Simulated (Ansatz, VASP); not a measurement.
**Cu in VASP and in Ansatz**

```
CELL_PARAMETERS angstrom
0.00000 1.85269 1.80750
1.85269 0.00000 1.80750
1.85269 1.85269 0.00000
ATOMIC_POSITIONS crystal
Cu 0.00000 0.00000 0.00000
```

Change from the starting cell: strain +0.025 along x and y, +0.000 along z, atoms carried along.

Alike in both runs: task single point; functional PBEsol; k mesh 22 × 22 × 22; occupations gaussian, width 0.15 eV; no spin polarisation.

|  | VASP | Ansatz |
| --- | --- | --- |
| version | VASP 6.6.1 | Ansatz 0.2.0 |
| potentials or method | VASP PAW PBE potentials, release 64 (Cu), cutoff 520 eV | scalar-relativistic, plane waves, PAW |
| valence electrons in the cell | 11 | 19 |

VASP gave:

```
gap on the k mesh at the Fermi level (eV)                     : none
pressure (GPa)                                                : -11.6
traceless stress, the component that is largest in VASP (GPa) : 0.77
```

Estimate Ansatz's values.

gap on the k mesh at the Fermi level (eV): none; pressure (GPa): -12.3; traceless stress, the component that is largest in VASP (GPa): 0.78.

VASP's potentials were made for PBE, not for PBEsol. A gap of «none» marks a metal or a gap that the smearing closes. VASP's potentials hold 11 valence electrons a cell and Ansatz's 19, so a difference there can come from the potentials and not from the codes.
